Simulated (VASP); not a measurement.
# V (Pm-3m) in VASP: further runs, part 2 of 2

VASP 6.6.1. The steps go on from the part before.

### 5 Single point, PBE, collinear spin, ferromagnetic start (volume scaled by 0.92)

Contents of INCAR:

```
SYSTEM = V
PREC     = Accurate       ! precision mode
ENCUT    = 520            ! plane-wave cutoff, eV
EDIFF    = 1E-6           ! SCF threshold, eV
ISMEAR   = -1             ! smearing method
SIGMA    = 0.05           ! smearing width, eV
LREAL    = .False.        ! projectors in reciprocal space
LASPH    = .True.         ! aspherical terms in the spheres
NELM     = 150            ! most SCF steps
ALGO     = Normal         ! electronic algorithm
ISIF     = 2              ! what is computed and relaxed
LWAVE    = .False.        ! write WAVECAR
LCHARG   = .False.        ! write CHGCAR
ISPIN    = 2              ! spin polarisation
MAGMOM   = 1              ! initial moments
LORBIT   = 11             ! projections on sites
LMAXMIX  = 4              ! l up to which the mixer works
GGA      = PE             ! functional
NBANDS   = 16             ! bands
```

Contents of KPOINTS:

```
regular mesh
0
Gamma
  21 21 21
  0 0 0
```

Contents of POSCAR:

```
V
1.0
    2.3773032739      0.0000000000      0.0000000000
    0.0000000000      2.3773032739      0.0000000000
    0.0000000000      0.0000000000      2.3773032739
V
1
Direct
    0.0000000000      0.0000000000      0.0000000000
```

Potentials or basis: VASP PAW PBE potentials, release 64 (V_sv).

Started as:

```bash
cat potpaw_PBE.64/V_sv/POTCAR > POTCAR
mpirun -np 1 vasp_std > vasp.out
```

OUTCAR:

```text
SYSTEM = V
   PREC = Accurate
   ENCUT = 520
   EDIFF = 1E-6
   ISMEAR = -1
   LREAL = .False.
   LASPH = .True.
   NELM = 150
   ISIF = 2
   ISPIN = 2
   LORBIT = 11
   GGA = PE

 ion  position               nearest neighbor table
   1  0.000  0.000  0.000-

  LATTYP: Found a simple cubic cell.
 ALAT       =     2.3773032739

  Lattice vectors:

 A1 = (   2.3773032739,   0.0000000000,   0.0000000000)
 A2 = (   0.0000000000,   2.3773032739,   0.0000000000)
 A3 = (   0.0000000000,   0.0000000000,   2.3773032739)

Analysis of symmetry for initial positions (statically):
=====================================================================
 Subroutine PRICEL returns:
 Original cell was already a primitive cell.

 Routine SETGRP: Setting up the symmetry group for a
 simple cubic supercell.

 Subroutine GETGRP returns: Found 48 space group operations
 (whereof 48 operations were pure point group operations)
 out of a pool of 48 trial point group operations.

The static configuration has the point symmetry O_h .

Analysis of symmetry for dynamics (positions and initial velocities):
=====================================================================
 Subroutine PRICEL returns:
 Original cell was already a primitive cell.

 Routine SETGRP: Setting up the symmetry group for a
 simple cubic supercell.

 Subroutine GETGRP returns: Found 48 space group operations
 (whereof 48 operations were pure point group operations)
 out of a pool of 48 trial point group operations.

The dynamic configuration has the point symmetry O_h .

Analysis of structural, dynamic, and magnetic symmetry:
=====================================================================
 Subroutine PRICEL returns:
 Original cell was already a primitive cell.

 Routine SETGRP: Setting up the symmetry group for a
 simple cubic supercell.

 Subroutine GETGRP returns: Found 48 space group operations
 (whereof 48 operations were pure point group operations)
 out of a pool of 48 trial point group operations.

[... 126 lines left out ...]
   IVDW    =     0    specifies the selected vdW correction
   LEPSILON=     F    determine dielectric tensor
   LRPA    =     F    only Hartree local field effects (RPA)
 spin polarized calculation
  energy-cutoff  :      520.00
  volume of cell :       13.44
 maximum number of plane-waves:       372
 NGX is ok and might be reduce to    18
   NGX =  9   NGY =  9   NGZ =  9

 number of electron      13.0000014 magnetization      -0.0104720

 number of electron      13.0000014 magnetization       0.0024541

 Free energy of the ion-electron system (eV)
  ---------------------------------------------------
  ext. energy  EPLUGINS =         0.00000000
  ---------------------------------------------------
  free energy    TOTEN  =        -8.09580767 eV

  energy without entropy =       -8.08501417  energy(sigma->0) =       -8.09041092

 E-fermi :   9.9045     XC(G=0): -12.7975

 val. band max:        9.8981987653   @ k =   0.3810   0.3333   0.2381
 cond. band min:       9.9054102615   @ k =   0.4286   0.4286   0.1429
 fundamental gap:      0.0072114962
 Fermi energy:         9.9045479478

 spin component 1

 k-point     1 :       0.0000    0.0000    0.0000
  band No.  band energies     occupation
      1     -53.9168      1.00000
      2     -26.9930      1.00000
      3     -26.9930      1.00000
      4     -26.9930      1.00000
      5       3.3666      1.00000
      6       7.5132      1.00000
[... 435 lines left out ...]
      5       4.7113      1.00000
      6       7.9477      1.00000
[... 8 lines left out ...]
     15      37.5951      0.00000
     16      42.3165      0.00000

 [... further k-points ...]

 spin component 2

 k-point     1 :       0.0000    0.0000    0.0000
  band No.  band energies     occupation
      1     -53.9144      1.00000
      2     -26.9907      1.00000
      3     -26.9907      1.00000
      4     -26.9907      1.00000
      5       3.3679      1.00000
      6       7.5153      1.00000
[... 435 lines left out ...]
      5       4.7126      1.00000
      6       7.9498      1.00000
[... 8 lines left out ...]
     15      37.5964      0.00000
     16      42.3178      0.00000

 [... further k-points ...]
[... 5 lines left out ...]
  --------------------------------------------------------------------------------------
  -------------------------------------------------------------------------------------
  Total        1.2672384      1.2672384      1.2672384      0.0000000     -0.0000000      0.0000000
  in kB      151.1176315    151.1176315    151.1176315      0.0000000     -0.0000000      0.0000000
  external PRESSURE =     151.1176315 kB  Pullay stress =       0.0000000 kB

 VOLUME and BASIS-vectors are now :
 -----------------------------------------------------------------------------
  energy-cutoff  :      520.00
  volume of cell :       13.44
      direct lattice vectors                 reciprocal lattice vectors
     2.377303274  0.000000000  0.000000000     0.420644691  0.000000000  0.000000000
     0.000000000  2.377303274  0.000000000     0.000000000  0.420644691  0.000000000
     0.000000000  0.000000000  2.377303274     0.000000000  0.000000000  0.420644691

 POSITION                                       TOTAL-FORCE (eV/Angst)
 -----------------------------------------------------------------------------------
      0.00000      0.00000      0.00000         0.000000      0.000000      0.000000
 -----------------------------------------------------------------------------------
    total drift:                                0.000000      0.000000      0.000000

  FREE ENERGIE OF THE ION-ELECTRON SYSTEM (eV)
  ---------------------------------------------------
  free  energy   TOTEN  =        -8.0958076713 eV

  energy  without entropy=       -8.0850141721  energy(sigma->0) =       -8.09041092

 total charge

# of ion       s       p       d       tot
------------------------------------------
    1        2.371   6.186   3.321  11.877

 magnetization (x)

# of ion       s       p       d       tot
------------------------------------------
    1        0.000   0.000   0.001   0.001
```

Wall time 34 s (1 thread of Intel Xeon 6975P-C (Granite Rapids), shared host); peak memory 0.19 GiB.

Results:

* Free energy: -8.0958 eV
* Pressure: 15.1 GPa
* Net moment: 0.00 μB per cell
* Valence electrons inside the program's atomic spheres: V 11.88

### 6 Overview

| task | cell | k mesh | cutoff (eV) | gap on the mesh (eV) | pressure (GPa) | moment (μB) |
| --- | --- | --- | --- | --- | --- | --- |
| single point | a = 2.444 Å, 1 atom | 13 × 13 × 13 | 520 | none | 0.3 | 0.00 |
| relaxation of cell and atoms | relaxed from a = 2.463 Å, 1 atom | 13 × 13 × 13 | 600 | none | 0.0 | 0.00 |
| single point | a = 2.342 Å, 1 atom | 21 × 21 × 21 | 520 | none | 24.5 | 0.00 |
| single point | a = 2.377 Å, 1 atom | 21 × 21 × 21 | 520 | none | 15.1 | 0.00 |

Alike in all rows: level PBE; potentials or basis VASP PAW PBE potentials, release 64 (V_sv); spin collinear, ferromagnetic start; smearing fermi-dirac 0.05 eV.

Absolute energies hang on the potentials; compare differences alone.
